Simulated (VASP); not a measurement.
# Ti (Im-3m) in VASP: further runs

Runs on Ti. Level: PBE. Tasks: single point.

Program: VASP 6.6.1. These are calculated values, not measurements. Logs are shortened: lines on timing, memory, paths and dates and some standing lists are left out, and cuts for length are marked.

## Step 1: The cell of the first run

It takes space group Im-3m (No. 229, cubic). Conventional cell: a = 3.155 Å, b = 3.155 Å, c = 3.155 Å, α = 90.00°, β = 90.00°, γ = 90.00°. Within 3.6 Å of Ti (site symmetry m-3m) lie 14 Ti at 2.73 to 3.15 Å.

This isn't the form of Ti at room conditions, which is hcp.

## Step 2: Single point, PBE (15.70 Å³/atom)

INCAR

```
PREC = Accurate
ENCUT = 520
EDIFF = 1E-7
ISMEAR = 0
SIGMA = 0.15
LREAL = F
LASPH = T
NELM = 60
ALGO = Normal
ISIF = 2
LWAVE = F
LCHARG = F
GGA = PE
NBANDS = 12
```

KPOINTS

```
Automatic mesh
0
Gamma
  22 22 22
```

POSCAR

```
Ti
1.0
   -1.5773836419      1.5773836419      1.5773836419
    1.5773836419     -1.5773836419      1.5773836419
    1.5773836419      1.5773836419     -1.5773836419
Ti
1
Direct
    0.0000000000      0.0000000000      0.0000000000
```

Potentials or basis: VASP PAW PBE potentials, release 64 (Ti_sv).

Launch:

```bash
cat potpaw_PBE.64/Ti_sv/POTCAR > POTCAR
mpirun -np 1 vasp_std > vasp.out
```

OUTCAR:

```text
PREC = Accurate
   ENCUT = 520
   EDIFF = 1E-7
   ISMEAR = 0
   LREAL = F
   LASPH = T
   NELM = 60
   ISIF = 2
   GGA = PE

 ion  position               nearest neighbor table
   1  0.000  0.000  0.000-

  LATTYP: Found a body centered cubic cell.
 ALAT       =     3.1547672838

  Lattice vectors:

 A1 = (  -1.5773836419,   1.5773836419,   1.5773836419)
 A2 = (   1.5773836419,  -1.5773836419,   1.5773836419)
 A3 = (   1.5773836419,   1.5773836419,  -1.5773836419)

Analysis of symmetry for initial positions (statically):
=====================================================================
 Subroutine PRICEL returns:
 Original cell was already a primitive cell.

 Routine SETGRP: Setting up the symmetry group for a
 body centered cubic supercell.

 Subroutine GETGRP returns: Found 48 space group operations
 (whereof 48 operations were pure point group operations)
 out of a pool of 48 trial point group operations.

The static configuration has the point symmetry O_h .

Analysis of symmetry for dynamics (positions and initial velocities):
=====================================================================
 Subroutine PRICEL returns:
 Original cell was already a primitive cell.

 Routine SETGRP: Setting up the symmetry group for a
 body centered cubic supercell.

 Subroutine GETGRP returns: Found 48 space group operations
 (whereof 48 operations were pure point group operations)
 out of a pool of 48 trial point group operations.

The dynamic configuration has the point symmetry O_h .

 Subroutine INISYM returns: Found 48 space group operations
 (whereof 48 operations are pure point group operations),
 and found     1 'primitive' translations

----------------------------------------------------------------------------------------

                                     Primitive cell

  volume of cell :      15.6990

  direct lattice vectors                    reciprocal lattice vectors
    -1.577383642  1.577383642  1.577383642     0.000000000  0.316980592  0.316980592
     1.577383642 -1.577383642  1.577383642     0.316980592  0.000000000  0.316980592
     1.577383642  1.577383642 -1.577383642     0.316980592  0.316980592  0.000000000

  length of vectors
     2.732108611  2.732108611  2.732108611     0.448278252  0.448278252  0.448278252

  position of ions in fractional coordinates (direct lattice)
     0.000000000  0.000000000  0.000000000

  ion indices of the primitive-cell ions
   primitive index   ion index
                 1           1

----------------------------------------------------------------------------------------

 KPOINTS: Automatic mesh

Automatic generation of k-mesh.
 Grid dimensions read from file:
 generate k-points for:   22   22   22

 Generating k-lattice:

  Cartesian coordinates                     Fractional coordinates (reciprocal lattice)
     0.000000000  0.014408209  0.014408209     0.045454545  0.000000000  0.000000000
     0.014408209  0.000000000  0.014408209     0.000000000  0.045454545  0.000000000
     0.014408209  0.014408209  0.000000000     0.000000000  0.000000000  0.045454545

  Length of vectors
     0.020376284  0.020376284  0.020376284

  Shift w.r.t. Gamma in fractional coordinates (k-lattice)
     0.000000000  0.000000000  0.000000000

 Subroutine IBZKPT returns following result:
 ===========================================

 Found    328 irreducible k-points:

 Following reciprocal coordinates:
            Coordinates               Weight
  0.000000  0.000000  0.000000      1.000000
  0.045455  0.000000  0.000000     12.000000
  0.090909  0.000000  0.000000     12.000000
  0.136364  0.000000  0.000000     12.000000
  0.181818  0.000000  0.000000     12.000000
  0.227273  0.000000  0.000000     12.000000
[... 16 lines left out ...]
  0.090909  0.090909  0.000000     24.000000
  0.136364  0.090909  0.000000     48.000000
 [... further k-points ...]
   k-points           NKPTS =    328   k-points in BZ     NKDIM =    328   number of bands    NBANDS=     12
   number of dos      NEDOS =    301   number of ions     NIONS =      1
   total plane-waves  NPLWV =   8000
   dimension x,y,z NGX =    20 NGY =   20 NGZ =   20
   dimension x,y,z NGXF=    40 NGYF=   40 NGZF=   40
   ions per type =               1
   NGX,Y,Z   is equivalent  to a cutoff of  12.17, 12.17, 12.17 a.u.
   NGXF,Y,Z  is equivalent  to a cutoff of  24.34, 24.34, 24.34 a.u.
 SYSTEM =  unknown system
   PREC   = accura    normal or accurate (medium, high low for compatibility)
   ISTART =      0    job   : 0-new  1-cont  2-samecut
   ICHARG =      2    charge: 1-file 2-atom 10-const
   ISPIN  =      1    spin polarized calculation?
   LNONCOLLINEAR =      F non collinear calculations
   LSORBIT =      F    spin-orbit coupling
   LASPH  =      T    aspherical Exc in radial PAW
   ENCUT  =  520.0 eV  38.22 Ry    6.18 a.u.   5.08  5.08  5.08*2*pi/ulx,y,z
   NELM   =     60;   NELMIN=  2; NELMDL= -5     # of ELM steps
   EDIFF  = 0.1E-06   stopping-criterion for ELM
   LREAL  =      F    real-space projection
   EDIFFG = 0.1E-05   stopping-criterion for IOM
   NSW    =      0    number of steps for IOM
   IBRION =     -1    ionic relax: 0-MD 1-quasi-New 2-CG
   NFREE  =      0    steps in history (QN), initial steepest desc. (CG)
   ISIF   =      2    stress and relaxation
   ISYM   =      2    0-nonsym 1-usesym 2-fastsym
   POTIM  = 0.5000    time-step for ionic-motion
   TEBEG  =    0.0;   TEEND  =   0.0 temperature during run
   PSTRESS=    0.0 pullay stress
   NELECT =      12.0000    total number of electrons
   NUPDOWN=      -1.0000    fix difference up-down
   EMIN   =  10.00;   EMAX   =-10.00  energy-range for DOS
   EFERMI =   0.00;   METHOD = LEGACY
   ISMEAR =     0;   SIGMA  =   0.15  broadening in eV -4-tet -1-fermi 0-gaus
   EFERMI_NEDOS =   21; number of points for ismear=-14 and -15
   IALGO  =     38    algorithm
   IMIX   =      4    mixing-type and parameters
     AMIX     =   0.40;   BMIX     =  1.00
     AMIX_MAG =   1.60;   BMIX_MAG =  1.00
  volume/ion in A,a.u.               =      15.70       105.94
  Fermi-wavevector in a.u.,A,eV,Ry     =   1.496849  2.828634 30.484617  2.240556
  Thomas-Fermi vector in A             =   2.608812
   LORBIT       =      0    0 simple, 1 ext, 2 COOP (PROOUT), +10 PAW based schemes
   GGA     = PE    functional components
   LHFCALC =     F    Hartree Fock is set to
   AEXX    =    0.0000 exact exchange contribution
   IVDW    =     0    specifies the selected vdW correction
   LEPSILON=     F    determine dielectric tensor
   LRPA    =     F    only Hartree local field effects (RPA)
 non-spin polarized calculation
 Gauss-broadening in eV      SIGMA  =   0.15
  energy-cutoff  :      520.00
  volume of cell :       15.70
 maximum number of plane-waves:       438
   NGX = 11   NGY = 11   NGZ = 11

 number of electron      11.9999996 magnetization

 Free energy of the ion-electron system (eV)
  ---------------------------------------------------
  ext. energy  EPLUGINS =         0.00000000
  ---------------------------------------------------
  free energy    TOTEN  =        -7.68628854 eV

  energy without entropy =       -7.66407388  energy(sigma->0) =       -7.67518121

 E-fermi :   9.1788     XC(G=0): -11.9766

 val. band max:        9.1771202505   @ k =   0.2727   0.0909   0.0909
 cond. band min:       9.1795781581   @ k =  -0.2273   0.3182   0.1364
 fundamental gap:      0.0024579076
 Fermi energy:         9.1787836183

 k-point     1 :       0.0000    0.0000    0.0000
  band No.  band energies     occupation
      1     -47.1614      2.00000
      2     -22.8789      2.00000
      3     -22.8789      2.00000
      4     -22.8789      2.00000
      5       3.0232      2.00000
      6      10.2557      0.00000
      7      10.2557      0.00000
      8      10.2557      0.00000
      9      12.2437      0.00000
     10      12.2437      0.00000
     11      27.3202      0.00000
     12      27.3202      0.00000

 k-point     2 :       0.0455    0.0000    0.0000
  band No.  band energies     occupation
      1     -47.1575      2.00000
      2     -22.8987      2.00000
      3     -22.8848      2.00000
      4     -22.8791      2.00000
      5       3.1017      2.00000
      6      10.2177      0.00000
      7      10.2460      0.00000
      8      10.3146      0.00000
      9      12.1967      0.00000
     10      12.2457      0.00000
     11      27.2451      0.00000
     12      27.3260      0.00000

 k-point     3 :       0.0909    0.0000    0.0000
  band No.  band energies     occupation
      1     -47.1460      2.00000
      2     -22.9562      2.00000
      3     -22.9021      2.00000
      4     -22.8796      2.00000
      5       3.3327      2.00000
      6      10.1086      0.00000
      7      10.2073      0.00000
      8      10.4892      0.00000
      9      12.0794      0.00000
     10      12.2528      0.00000
     11      26.9936      0.00000
     12      27.3035      0.00000
[... 286 lines left out ...]
 k-point    23 :       0.0909    0.0909    0.0000
  band No.  band energies     occupation
      1     -47.1176      2.00000
      2     -23.0960      2.00000
      3     -22.9282      2.00000
      4     -22.8979      2.00000
      5       3.9189      2.00000
      6       9.9057      0.00000
      7       9.9721      0.00000
      8      10.9729      0.00000
      9      11.8470      0.00000
     10      12.3240      0.00000
     11      26.2983      0.00000
     12      27.0238      0.00000

 k-point    24 :       0.1364    0.0909    0.0000
  band No.  band energies     occupation
      1     -47.0952      2.00000
      2     -23.2004      2.00000
      3     -22.9609      2.00000
      4     -22.9039      2.00000
      5       4.3949      2.00000
      6       9.7146      0.00000
      7       9.7963      0.00000
      8      11.3665      0.00000
      9      11.7603      0.00000
     10      12.3853      0.00000
     11      25.6682      0.00000
     12      26.4685      0.00000

 [... further k-points ...]

------------------------ aborting loop because EDIFF is reached ----------------------------------------

  FORCE on cell =-STRESS in cart. coord.  units (eV):
  Direction    XX          YY          ZZ          XY          YZ          ZX
  --------------------------------------------------------------------------------------
  -------------------------------------------------------------------------------------
  Total        1.1170424      1.1170424      1.1170424      0.0000000      0.0000000     -0.0000000
  in kB      114.0008971    114.0008971    114.0008971      0.0000000      0.0000000     -0.0000000
  external PRESSURE =     114.0008971 kB  Pullay stress =       0.0000000 kB

 VOLUME and BASIS-vectors are now :
 -----------------------------------------------------------------------------
  energy-cutoff  :      520.00
  volume of cell :       15.70
      direct lattice vectors                 reciprocal lattice vectors
    -1.577383642  1.577383642  1.577383642     0.000000000  0.316980592  0.316980592
     1.577383642 -1.577383642  1.577383642     0.316980592  0.000000000  0.316980592
     1.577383642  1.577383642 -1.577383642     0.316980592  0.316980592  0.000000000

 POSITION                                       TOTAL-FORCE (eV/Angst)
 -----------------------------------------------------------------------------------
      0.00000      0.00000      0.00000        -0.000000     -0.000000      0.000000
 -----------------------------------------------------------------------------------
    total drift:                                0.000000     -0.000000      0.000000

  FREE ENERGIE OF THE ION-ELECTRON SYSTEM (eV)
  ---------------------------------------------------
  free  energy   TOTEN  =        -7.6862885397 eV

  energy  without entropy=       -7.6640738816  energy(sigma->0) =       -7.67518121
```

It took 72 s on 1 thread of Intel Xeon 8259CL, shared host; peak memory 0.17 GiB.

What came out:

```yaml
Free_energy: -7.6863 eV
Pressure: 11.4 GPa
Band_gap_on_the_k_mesh: zero (bands 6 and 7 overlap by 1.78 eV)
```

Caveat: the cell stands under pressure.

## Step 3: Single point, PBE (16.48 Å³/atom)

This run uses another cell than the first one, of 16.48 Å³/atom.

INCAR

```
ALGO = Normal
EDIFF = 1E-6
ENCUT = 520
GGA = PE
ISIF = 2
ISMEAR = 0
LASPH = T
LCHARG = T
LELF = T
LREAL = F
LVHAR = T
LWAVE = F
NBANDS = 12
NELM = 100
PREC = Accurate
SIGMA = 0.15
```

KPOINTS

```
k-points
0
Gamma
  22 22 22
```

POSCAR

```
Ti
1.0
   -1.6029567722      1.6029567722      1.6029567722
    1.6029567722     -1.6029567722      1.6029567722
    1.6029567722      1.6029567722     -1.6029567722
Ti
1
Direct
    0.0000000000      0.0000000000      0.0000000000
```

Potentials or basis: VASP PAW PBE potentials, release 64 (Ti_sv).

Launch:

```bash
cat potpaw_PBE.64/Ti_sv/POTCAR > POTCAR
mpirun -np 1 vasp_std > vasp.out
```

OUTCAR:

```text
EDIFF = 1E-6
   ENCUT = 520
   GGA = PE
   ISIF = 2
   ISMEAR = 0
   LASPH = T
   LREAL = F
   NELM = 100
   PREC = Accurate

 ion  position               nearest neighbor table
   1  0.000  0.000  0.000-

  LATTYP: Found a body centered cubic cell.
 ALAT       =     3.2059135444

  Lattice vectors:

 A1 = (  -1.6029567722,   1.6029567722,   1.6029567722)
 A2 = (   1.6029567722,  -1.6029567722,   1.6029567722)
 A3 = (   1.6029567722,   1.6029567722,  -1.6029567722)

Analysis of symmetry for initial positions (statically):
[... 538 lines left out ...]

 [... further k-points ...]

------------------------ aborting loop because EDIFF is reached ----------------------------------------

  FORCE on cell =-STRESS in cart. coord.  units (eV):
  Direction    XX          YY          ZZ          XY          YZ          ZX
  --------------------------------------------------------------------------------------
  -------------------------------------------------------------------------------------
  Total        0.5189678      0.5189678      0.5189678      0.0000000     -0.0000000      0.0000000
  in kB       50.4691002     50.4691002     50.4691002      0.0000000     -0.0000000      0.0000000
  external PRESSURE =      50.4691002 kB  Pullay stress =       0.0000000 kB

 VOLUME and BASIS-vectors are now :
 -----------------------------------------------------------------------------
  energy-cutoff  :      520.00
  volume of cell :       16.48
      direct lattice vectors                 reciprocal lattice vectors
    -1.602956772  1.602956772  1.602956772     0.000000000  0.311923571  0.311923571
     1.602956772 -1.602956772  1.602956772     0.311923571  0.000000000  0.311923571
     1.602956772  1.602956772 -1.602956772     0.311923571  0.311923571  0.000000000

 POSITION                                       TOTAL-FORCE (eV/Angst)
 -----------------------------------------------------------------------------------
      0.00000      0.00000      0.00000         0.000000     -0.000000     -0.000000
 -----------------------------------------------------------------------------------
    total drift:                                0.000000      0.000000      0.000000

  FREE ENERGIE OF THE ION-ELECTRON SYSTEM (eV)
  ---------------------------------------------------
  free  energy   TOTEN  =        -7.7259161965 eV

  energy  without entropy=       -7.7019429197  energy(sigma->0) =       -7.71392956
```

OSZICAR:

```text
N       E                     dE             d eps       ncg     rms          rms(c)
DAV:   1     0.874752678237E+02    0.87475E+02   -0.65860E+03  7888   0.122E+03
DAV:   2    -0.427624916613E+01   -0.91752E+02   -0.89281E+02  8064   0.298E+02
DAV:   3    -0.856417292122E+01   -0.42879E+01   -0.42385E+01 10708   0.658E+01
DAV:   4    -0.865921480709E+01   -0.95042E-01   -0.94948E-01  8936   0.849E+00
DAV:   5    -0.866167024925E+01   -0.24554E-02   -0.24554E-02  9080   0.117E+00    0.868E+00
DAV:   6    -0.771661235906E+01    0.94506E+00   -0.21375E+00  8540   0.213E+01    0.230E+00
DAV:   7    -0.771360345487E+01    0.30089E-02   -0.79070E-02  9388   0.317E+00    0.131E+00
DAV:   8    -0.772543480570E+01   -0.11831E-01   -0.38184E-02  8220   0.223E+00    0.104E-01
DAV:   9    -0.772588825633E+01   -0.45345E-03   -0.32997E-03  9544   0.533E-01    0.893E-02
DAV:  10    -0.772594934322E+01   -0.61087E-04   -0.23145E-04  8372   0.171E-01    0.216E-02
DAV:  11    -0.772591563742E+01    0.33706E-04   -0.24014E-05  9240   0.711E-02    0.579E-03
DAV:  12    -0.772591619648E+01   -0.55907E-06   -0.63341E-07  5528   0.110E-02
   1 F= -.77259162E+01 E0= -.77139296E+01  d E =-.239733E-01
```

stdout:

```text
POSCAR found type information on POSCAR Ti
 POSCAR found :  1 types and       1 ions
 scaLAPACK will be used
 LDA part: xc-table for (Slater+PW92), standard interpolation
 POSCAR, INCAR and KPOINTS ok, starting setup
 FFT: planning ... GRIDC
 FFT: planning ... GRID_SOFT
 FFT: planning ... GRID
 WAVECAR not read
 entering main loop
```

Wall time 64 s (1 thread of Intel Xeon 8259CL, shared host); peak memory 0.19 GiB.

What came out:

```yaml
Free_energy: -7.7259 eV
Pressure: 5.0 GPa
Band_gap_on_the_k_mesh: zero (bands 6 and 7 overlap by 1.69 eV)
```

Caveat: the cell stands under pressure.
